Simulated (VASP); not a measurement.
# Ir (Fm-3m) in VASP: a series of runs

Runs on Ir. Level: r2SCAN. Tasks: single point, relaxation of cell and atoms.

All numbers are computed with VASP 6.6.1; they aren't measurements. Logs are shortened: lines on timing, memory, paths and dates and some standing lists are left out, and cuts for length are marked.

## (1) The cell of the first run

Symmetry: Fm-3m, No. 225, cubic system. Conventional cell: a = 3.850 Å, b = 3.850 Å, c = 3.850 Å, α = 90.00°, β = 90.00°, γ = 90.00°. Ir (site symmetry m-3m) has 12 Ir at 2.72 Å within 3.6 Å.

## (2) Single point, r2SCAN

POSCAR

```
Ir
1.0
    0.0000000000      1.9250373712      1.9250373712
    1.9250373712      0.0000000000      1.9250373712
    1.9250373712      1.9250373712      0.0000000000
Ir
1
Direct
    0.0000000000      0.0000000000      0.0000000000
```

INCAR.step1

```
SYSTEM = Ir
ALGO = Normal
EDIFF = 1E-4
ENCUT = 520
GGA = PE
ISMEAR = -1
LASPH = .TRUE.
LCHARG = .FALSE.
LREAL = .FALSE.
LWAVE = .TRUE.
NBANDS = 10
NELM = 80
PREC = Accurate
SIGMA = 0.1
```

INCAR.step2

```
SYSTEM = Ir
ALGO = Normal
EDIFF = 1E-6
ENCUT = 520
ISIF = 2
ISMEAR = -1
ISTART = 1
LASPH = .TRUE.
LCHARG = .TRUE.
LELF = .TRUE.
LMIXTAU = .TRUE.
LREAL = .FALSE.
LVHAR = .TRUE.
LWAVE = .FALSE.
METAGGA = R2SCAN
NBANDS = 10
NELM = 80
PREC = Accurate
SIGMA = 0.1
```

KPOINTS

```
k-points
0
G
  8 8 8
  0 0 0
```

Potentials or basis: VASP PAW PBE potentials, release 64 (Ir).

Started as:

```bash
cat potpaw_PBE.64/Ir/POTCAR > POTCAR
cp INCAR.step1 INCAR
mpirun -np 1 vasp_std > vasp.out
cp INCAR.step2 INCAR
mpirun -np 1 vasp_std > vasp.out
```

OUTCAR:

```text
SYSTEM = Ir
   EDIFF = 1E-6
   ENCUT = 520
   ISIF = 2
   ISMEAR = -1
   ISTART = 1
   LASPH = .TRUE.
   LREAL = .FALSE.
   METAGGA = R2SCAN
   NELM = 80
   PREC = Accurate

 ion  position               nearest neighbor table
   1  0.000  0.000  0.000-

  LATTYP: Found a face centered cubic cell.
 ALAT       =     3.8500747424

  Lattice vectors:

 A1 = (   0.0000000000,   1.9250373712,   1.9250373712)
 A2 = (   1.9250373712,   0.0000000000,   1.9250373712)
 A3 = (   1.9250373712,   1.9250373712,   0.0000000000)

Analysis of symmetry for initial positions (statically):
=====================================================================
 Subroutine PRICEL returns:
 Original cell was already a primitive cell.

 Routine SETGRP: Setting up the symmetry group for a
 face centered cubic supercell.

 Subroutine GETGRP returns: Found 48 space group operations
 (whereof 48 operations were pure point group operations)
 out of a pool of 48 trial point group operations.

The static configuration has the point symmetry O_h .

Analysis of symmetry for dynamics (positions and initial velocities):
=====================================================================
 Subroutine PRICEL returns:
 Original cell was already a primitive cell.

 Routine SETGRP: Setting up the symmetry group for a
 face centered cubic supercell.

 Subroutine GETGRP returns: Found 48 space group operations
 (whereof 48 operations were pure point group operations)
 out of a pool of 48 trial point group operations.

The dynamic configuration has the point symmetry O_h .

 Subroutine INISYM returns: Found 48 space group operations
 (whereof 48 operations are pure point group operations),
 and found     1 'primitive' translations

----------------------------------------------------------------------------------------

                                     Primitive cell

  volume of cell :      14.2675

  direct lattice vectors                    reciprocal lattice vectors
     0.000000000  1.925037371  1.925037371    -0.259735217  0.259735217  0.259735217
     1.925037371  0.000000000  1.925037371     0.259735217 -0.259735217  0.259735217
     1.925037371  1.925037371  0.000000000     0.259735217  0.259735217 -0.259735217

  length of vectors
     2.722413958  2.722413958  2.722413958     0.449874593  0.449874593  0.449874593

  position of ions in fractional coordinates (direct lattice)
     0.000000000  0.000000000  0.000000000

  ion indices of the primitive-cell ions
   primitive index   ion index
                 1           1

----------------------------------------------------------------------------------------

 KPOINTS: k-points

Automatic generation of k-mesh.
 Grid dimensions read from file:
 generate k-points for:    8    8    8

 Generating k-lattice:

  Cartesian coordinates                     Fractional coordinates (reciprocal lattice)
    -0.032466902  0.032466902  0.032466902     0.125000000  0.000000000  0.000000000
     0.032466902 -0.032466902  0.032466902     0.000000000  0.125000000  0.000000000
     0.032466902  0.032466902 -0.032466902     0.000000000  0.000000000  0.125000000

  Length of vectors
     0.056234324  0.056234324  0.056234324

  Shift w.r.t. Gamma in fractional coordinates (k-lattice)
     0.000000000  0.000000000  0.000000000

 Subroutine IBZKPT returns following result:
 ===========================================

 Found     29 irreducible k-points:

 Following reciprocal coordinates:
            Coordinates               Weight
  0.000000  0.000000  0.000000      1.000000
  0.125000  0.000000  0.000000      8.000000
  0.250000  0.000000  0.000000      8.000000
  0.375000  0.000000  0.000000      8.000000
  0.500000  0.000000  0.000000      4.000000
  0.125000  0.125000  0.000000      6.000000
[... 16 lines left out ...]
  0.500000  0.250000  0.125000     48.000000
 -0.375000  0.250000  0.125000     24.000000
 [... further k-points ...]
   k-points           NKPTS =     29   k-points in BZ     NKDIM =     29   number of bands    NBANDS=     10
   number of dos      NEDOS =    301   number of ions     NIONS =      1
   total plane-waves  NPLWV =   8000
   dimension x,y,z NGX =    20 NGY =   20 NGZ =   20
   dimension x,y,z NGXF=    40 NGYF=   40 NGZF=   40
   ions per type =               1
   NGX,Y,Z   is equivalent  to a cutoff of  12.21, 12.21, 12.21 a.u.
   NGXF,Y,Z  is equivalent  to a cutoff of  24.43, 24.43, 24.43 a.u.
 SYSTEM =  Ir
   PREC   = accura    normal or accurate (medium, high low for compatibility)
   ISTART =      1    job   : 0-new  1-cont  2-samecut
   ICHARG =      0    charge: 1-file 2-atom 10-const
   ISPIN  =      1    spin polarized calculation?
   LNONCOLLINEAR =      F non collinear calculations
   LSORBIT =      F    spin-orbit coupling
   LASPH  =      T    aspherical Exc in radial PAW
   ENCUT  =  520.0 eV  38.22 Ry    6.18 a.u.   5.06  5.06  5.06*2*pi/ulx,y,z
   NELM   =     80;   NELMIN=  2; NELMDL=  0     # of ELM steps
   EDIFF  = 0.1E-05   stopping-criterion for ELM
   LREAL  =      F    real-space projection
   EDIFFG = 0.1E-04   stopping-criterion for IOM
   NSW    =      0    number of steps for IOM
   IBRION =     -1    ionic relax: 0-MD 1-quasi-New 2-CG
   NFREE  =      0    steps in history (QN), initial steepest desc. (CG)
   ISIF   =      2    stress and relaxation
   ISYM   =      2    0-nonsym 1-usesym 2-fastsym
   POTIM  = 0.5000    time-step for ionic-motion
   TEBEG  =    0.0;   TEEND  =   0.0 temperature during run
   PSTRESS=    0.0 pullay stress
   NELECT =       9.0000    total number of electrons
   NUPDOWN=      -1.0000    fix difference up-down
   EMIN   =  10.00;   EMAX   =-10.00  energy-range for DOS
   EFERMI =   0.00;   METHOD = LEGACY
   ISMEAR =    -1;   SIGMA  =   0.10  broadening in eV -4-tet -1-fermi 0-gaus
   EFERMI_NEDOS =   21; number of points for ismear=-14 and -15
   IALGO  =     38    algorithm
   IMIX   =      4    mixing-type and parameters
     AMIX     =   0.40;   BMIX     =  1.00
     AMIX_MAG =   1.60;   BMIX_MAG =  1.00
  volume/ion in A,a.u.               =      14.27        96.28
  Fermi-wavevector in a.u.,A,eV,Ry     =   1.404020  2.653212 26.820771  1.971271
  Thomas-Fermi vector in A             =   2.526623
   LORBIT       =      0    0 simple, 1 ext, 2 COOP (PROOUT), +10 PAW based schemes
   METAGGA = R2SCAN    functional components
   LHFCALC =     F    Hartree Fock is set to
   AEXX    =    0.0000 exact exchange contribution
   IVDW    =     0    specifies the selected vdW correction
   LEPSILON=     F    determine dielectric tensor
   LRPA    =     F    only Hartree local field effects (RPA)
 non-spin polarized calculation
  energy-cutoff  :      520.00
  volume of cell :       14.27
 maximum number of plane-waves:       392
   NGX = 11   NGY = 11   NGZ = 11

 number of electron       9.0000000 magnetization

 Free energy of the ion-electron system (eV)
  ---------------------------------------------------
  ext. energy  EPLUGINS =         0.00000000
  ---------------------------------------------------
  free energy    TOTEN  =       -52.31971990 eV

  energy without entropy =      -52.27279058  energy(sigma->0) =      -52.29625524

 E-fermi :  10.0866     XC(G=0): -15.2686

 val. band max:       10.0530034061   @ k =  -0.3750   0.1250   0.0000
 cond. band min:      10.1396948082   @ k =  -0.3750   0.2500   0.0000
 fundamental gap:      0.0866914022
 Fermi energy:        10.0866102128

 k-point     1 :       0.0000    0.0000    0.0000
  band No.  band energies     occupation
      1      -1.4050      2.00000
      2       6.0888      2.00000
      3       6.0888      2.00000
      4       6.0888      2.00000
      5       8.7568      2.00000
      6       8.7568      2.00000
      7      25.1342      0.00000
      8      30.9625      0.00000
      9      30.9625      0.00000
     10      30.9625      0.00000

 k-point     2 :       0.1250    0.0000    0.0000
  band No.  band energies     occupation
      1      -0.7090      2.00000
      2       5.7560      2.00000
      3       6.3595      2.00000
      4       6.3595      2.00000
      5       8.6150      2.00000
      6       8.6150      2.00000
      7      26.2559      0.00000
      8      28.3291      0.00000
      9      32.0858      0.00000
     10      32.0858      0.00000

 k-point     3 :       0.2500    0.0000    0.0000
  band No.  band energies     occupation
      1       0.8805      2.00000
      2       5.5587      2.00000
      3       6.5198      2.00000
      4       6.5198      2.00000
      5       8.9769      1.99997
      6       8.9769      1.99997
      7      24.6084      0.00000
      8      27.5525      0.00000
      9      34.7494      0.00000
     10      34.7494      0.00000

 k-point     4 :       0.3750    0.0000    0.0000
  band No.  band energies     occupation
      1       1.6872      2.00000
      2       6.1382      2.00000
      3       6.1382      2.00000
      4       7.3378      2.00000
      5      10.2395      0.35621
      6      10.2395      0.35620
      7      20.4258      0.00000
      8      25.6726      0.00000
      9      32.4661      0.00000
     10      32.4661      0.00000

 k-point     5 :       0.5000    0.0000    0.0000
  band No.  band energies     occupation
      1       1.7084      2.00000
      2       5.9329      2.00000
      3       5.9329      2.00000
      4       9.3520      1.99871
      5      10.9541      0.00034
      6      10.9541      0.00034
      7      17.6093      0.00000
      8      24.7743      0.00000
      9      30.7782      0.00000
     10      30.7782      0.00000

 k-point     6 :       0.1250    0.1250    0.0000
  band No.  band energies     occupation
      1      -0.4710      2.00000
      2       5.4120      2.00000
      3       6.6240      2.00000
      4       6.6240      2.00000
      5       7.9958      2.00000
      6       9.0302      1.99995
      7      26.7044      0.00000
      8      29.3934      0.00000
      9      31.1225      0.00000
     10      31.1225      0.00000
[... 183 lines left out ...]
 k-point    21 :       0.5000    0.5000    0.0000
  band No.  band energies     occupation
      1       1.9231      2.00000
      2       2.5013      2.00000
      3      10.8565      0.00091
      4      11.5831      0.00000
      5      11.5831      0.00000
      6      11.8084      0.00000
      7      20.9872      0.00000
      8      22.3212      0.00000
      9      22.3212      0.00000
     10      32.3215      0.00000

 k-point    22 :       0.3750    0.2500    0.1250
  band No.  band energies     occupation
      1       2.3304      2.00000
      2       4.3727      2.00000
      3       5.9558      2.00000
      4       8.1592      2.00000
      5       8.1670      2.00000
      6      10.8376      0.00110
      7      25.0838      0.00000
      8      27.6459      0.00000
      9      29.5395      0.00000
     10      31.6343      0.00000

 k-point    23 :       0.5000    0.2500    0.1250
  band No.  band energies     occupation
      1       3.2173      2.00000
      2       4.9192      2.00000
      3       5.3299      2.00000
      4       7.7007      2.00000
      5       9.8984      1.73571
      6      13.0093      0.00000
      7      20.7661      0.00000
      8      26.1362      0.00000
      9      27.6815      0.00000
     10      32.4286      0.00000

 k-point    24 :      -0.3750    0.2500    0.1250
  band No.  band energies     occupation
      1       3.2345      2.00000
      2       4.6678      2.00000
      3       6.3542      2.00000
      4       7.3687      2.00000
      5      10.6471      0.00733
      6      15.4141      0.00000
      7      17.0279      0.00000
      8      26.5370      0.00000
      9      26.5559      0.00000
     10      30.8089      0.00000

 [... further k-points ...]
[... 5 lines left out ...]
  --------------------------------------------------------------------------------------
  -------------------------------------------------------------------------------------
  Total        0.2174799      0.2174799      0.2174799     -0.0000000     -0.0000000     -0.0000000
  in kB       24.4220592     24.4220592     24.4220592     -0.0000000     -0.0000000     -0.0000000
  external PRESSURE =      24.4220592 kB  Pullay stress =       0.0000000 kB

 VOLUME and BASIS-vectors are now :
 -----------------------------------------------------------------------------
  energy-cutoff  :      520.00
  volume of cell :       14.27
      direct lattice vectors                 reciprocal lattice vectors
     0.000000000  1.925037371  1.925037371    -0.259735217  0.259735217  0.259735217
     1.925037371  0.000000000  1.925037371     0.259735217 -0.259735217  0.259735217
     1.925037371  1.925037371  0.000000000     0.259735217  0.259735217 -0.259735217

 POSITION                                       TOTAL-FORCE (eV/Angst)
 -----------------------------------------------------------------------------------
      0.00000      0.00000      0.00000         0.000000     -0.000000      0.000000
 -----------------------------------------------------------------------------------
    total drift:                               -0.000000     -0.000000     -0.000000

  FREE ENERGIE OF THE ION-ELECTRON SYSTEM (eV)
  ---------------------------------------------------
  free  energy   TOTEN  =       -52.3197198982 eV

  energy  without entropy=      -52.2727905795  energy(sigma->0) =      -52.29625524
```

Wall time 12 s (1 thread of AMD EPYC 9R45 (Zen 5), shared host); peak memory 0.1 GiB.

Results:

| Property | Result |
| --- | --- |
| Free energy | -52.3197 eV |
| Pressure | 2.4 GPa |

Levels at points of the mesh, in eV from the Fermi level:
```
           k point  band 1  band 2  band 3  band 4  band 5  band 6  band 7  band 8
(0.00, 0.00, 0.00)  -11.49   -4.00   -4.00   -4.00   -1.33   -1.33   15.05   20.88
(0.50, 0.00, 0.00)   -8.38   -4.15   -4.15   -0.73    0.87    0.87    7.52   14.69
(0.50, 0.50, 0.00)   -8.16   -7.59    0.77    1.50    1.50    1.72   10.90   12.23
```

Caveat: the PAW data sets were made with another functional, which shifts forces and pressure a little; spin-orbit coupling is left out, which moves the levels of the heavy elements.

## (3) Single point, r2SCAN

POSCAR

```
Ir
1.0
    0.0000000000      1.9244699316      1.9244699316
    1.9244699316      0.0000000000      1.9244699316
    1.9244699316      1.9244699316      0.0000000000
Ir
1
Direct
    0.0000000000      0.0000000000      0.0000000000
```

INCAR.step1

```
PREC = Accurate ; ENCUT = 520
ISMEAR = 1 ; SIGMA = 0.01
LREAL = False ; LASPH = True
NELM = 100 ; NBANDS = 10
GGA = PE ; ALGO = Normal
EDIFF = 1E-4 ; LWAVE = True
LCHARG = False
```

INCAR.step2

```
PREC = Accurate ; ENCUT = 520
EDIFF = 1E-7 ; ISMEAR = 1
SIGMA = 0.01 ; LREAL = False
LASPH = True ; NELM = 100
ALGO = Normal ; ISIF = 2
LWAVE = False ; LCHARG = False
METAGGA = R2SCAN ; LMIXTAU = True
NBANDS = 10 ; ISTART = 1
```

KPOINTS

```
regular mesh
0
Gamma
  8 8 8
```

Potentials or basis: VASP PAW PBE potentials, release 64 (Ir).

Started as:

```bash
cat potpaw_PBE.64/Ir/POTCAR > POTCAR
cp INCAR.step1 INCAR
mpirun -np 1 vasp_std > vasp.out
cp INCAR.step2 INCAR
mpirun -np 1 vasp_std > vasp.out
```

It took 12 s on 1 thread of AMD EPYC 9R45 (Zen 5), shared host; peak memory 0.1 GiB.

The run converged. Its results:

| Property | Result |
| --- | --- |
| Free energy | -52.2956 eV |
| Pressure | 2.5 GPa |

Levels at points of the mesh, in eV from the Fermi level:
| k point | band 1 | band 2 | band 3 | band 4 | band 5 | band 6 | band 7 | band 8 |
| --- | --- | --- | --- | --- | --- | --- | --- | --- |
| (0.00, 0.00, 0.00) | -11.56 | -4.05 | -4.05 | -4.05 | -1.38 | -1.38 | 14.98 | 20.82 |
| (0.50, 0.00, 0.00) | -8.44 | -4.21 | -4.21 | -0.79 | 0.82 | 0.82 | 7.48 | 14.63 |
| (0.50, 0.50, 0.00) | -8.23 | -7.65 | 0.72 | 1.45 | 1.45 | 1.67 | 10.86 | 12.18 |

Caveat: the PAW data sets were made with another functional, which shifts forces and pressure a little; spin-orbit coupling is left out, which moves the levels of the heavy elements.

## (4) Relaxation of cell and atoms, r2SCAN

This run uses another cell than the first one, of 13.62 Å³/atom, 0.955 times its volume.

POSCAR

```
Ir
1.0
    0.0000000000      1.8955305200      1.8955305200
    1.8955305200      0.0000000000      1.8955305200
    1.8955305200      1.8955305200      0.0000000000
Ir
1
Direct
    0.0000000000      0.0000000000      0.0000000000
```

INCAR.step1

```
SYSTEM = Ir
ALGO = Normal ; EDIFF = 1E-4
ENCUT = 600 ; GGA = PE
ISMEAR = -1 ; LASPH = .True.
LCHARG = .False. ; LREAL = .False.
LWAVE = .True. ; NELM = 100
PREC = Accurate ; SIGMA = 0.1
```

INCAR.step2

```
SYSTEM = Ir
ALGO = Normal ; EDIFF = 1E-7
EDIFFG = -0.01 ; ENCUT = 600
IBRION = 2 ; ISIF = 3
ISMEAR = -1 ; ISTART = 1
LASPH = .True. ; LCHARG = .False.
LMIXTAU = .True. ; LREAL = .False.
LWAVE = .False. ; METAGGA = R2SCAN
NELM = 100 ; NSW = 60
PREC = Accurate ; SIGMA = 0.1
```

KPOINTS

```
k-points
0
Gamma
  8 8 8
  0 0 0
```

Started as:

```bash
cat potpaw_PBE.64/Ir/POTCAR > POTCAR
cp INCAR.step1 INCAR
mpirun -np 1 vasp_std > vasp.out
cp INCAR.step2 INCAR
mpirun -np 1 vasp_std > vasp.out
```

Wall time 1.7 min (1 thread of AMD EPYC 9R45 (Zen 5), shared host); peak memory 0.13 GiB.

The run converged. Its results:

```yaml
Free_energy: -52.3203 eV
Relaxed_volume: 14.36 Å³/atom
Relaxed_cell: a = 2.728 Å, b = 2.728 Å, c = 2.728 Å, α = 60.00°, β = 60.00°, γ = 60.00°
Space_group_after_relaxing_to_0.05_Å: Fm-3m (No. 225)
Energy_gained_by_relaxing: 49.4 meV/atom
Ionic_steps: 16
Pressure_after_relaxing: 0.0 GPa
```

Step by step:
| step | energy change (eV) | largest force (eV/Å) | pressure (GPa) | volume (Å³) |
| --- | --- | --- | --- | --- |
| 1 | 0.0000 | 0.0000 | 22.60 | 13.62 |
| 2 | 0.5564 | 0.0000 | -45.41 | 17.77 |
| 3 | -0.0488 | 0.0000 | -2.03 | 14.44 |
| 4 | -0.0494 | 0.0000 | -0.18 | 14.37 |
| 5 | -0.0494 | 0.0000 | 0.22 | 14.35 |
| 6 | -0.0494 | 0.0000 | 0.22 | 14.35 |
| 7 | -0.0494 | 0.0000 | 0.18 | 14.35 |
| 8 | -0.0494 | 0.0000 | 0.18 | 14.35 |
| 9 | -0.0494 | 0.0000 | 0.18 | 14.35 |
| 10 | -0.0494 | 0.0000 | 0.18 | 14.35 |
| 11 | -0.0494 | 0.0000 | 0.18 | 14.35 |
| 12 | -0.0494 | 0.0000 | 0.18 | 14.36 |
| 13 | -0.0494 | 0.0000 | 0.17 | 14.36 |
| 14 | -0.0494 | 0.0000 | 0.15 | 14.36 |
| 15 | -0.0494 | 0.0000 | 0.11 | 14.36 |
| 16 | -0.0494 | 0.0000 | 0.05 | 14.36 |

Final structure:
```xyz
1
Lattice="0.0000 1.9292 1.9292 1.9292 0.0000 1.9292 1.9292 1.9292 0.0000" Properties=species:S:1:pos:R:3 pbc="T T T"
Ir    0.0000    0.0000    0.0000
```

Levels at points of the mesh, in eV from the Fermi level:
| k point | band 1 | band 2 | band 3 | band 4 | band 5 | band 6 | band 7 | band 8 |
| --- | --- | --- | --- | --- | --- | --- | --- | --- |
| (0.00, 0.00, 0.00) | -11.42 | -3.96 | -3.96 | -3.96 | -1.32 | -1.32 | 15.06 | 20.85 |
| (0.50, 0.00, 0.00) | -8.31 | -4.11 | -4.11 | -0.72 | 0.86 | 0.86 | 7.46 | 14.70 |
| (0.50, 0.50, 0.00) | -8.09 | -7.51 | 0.76 | 1.48 | 1.48 | 1.72 | 10.81 | 12.20 |

Caveat: the PAW data sets were made with another functional, which shifts forces and pressure a little; spin-orbit coupling is left out, which moves the levels of the heavy elements.

## (5) Overview

```tsv
task	cell	cutoff (eV)	smearing	gap on the mesh (eV)	pressure (GPa)
single point	a = 2.722 Å, angles 60.0°, 1 atom	520	fermi-dirac 0.1 eV	none	2.4
single point	a = 2.722 Å, angles 60.0°, 1 atom	520	methfessel-paxton 0.01 eV	none	2.5
relaxation of cell and atoms	relaxed from a = 2.681 Å, angles 60.0°, 1 atom	600	fermi-dirac 0.1 eV	none	0.0
```

Alike in all rows: level r2SCAN; potentials or basis VASP PAW PBE potentials, release 64 (Ir); no spin polarisation; k mesh 8 × 8 × 8.

Caveats: the PAW data sets were made with another functional, which shifts forces and pressure a little; spin-orbit coupling is left out, which moves the levels of the heavy elements.

Total energies depend on the potentials used, so only differences within one code and one set of settings carry meaning.
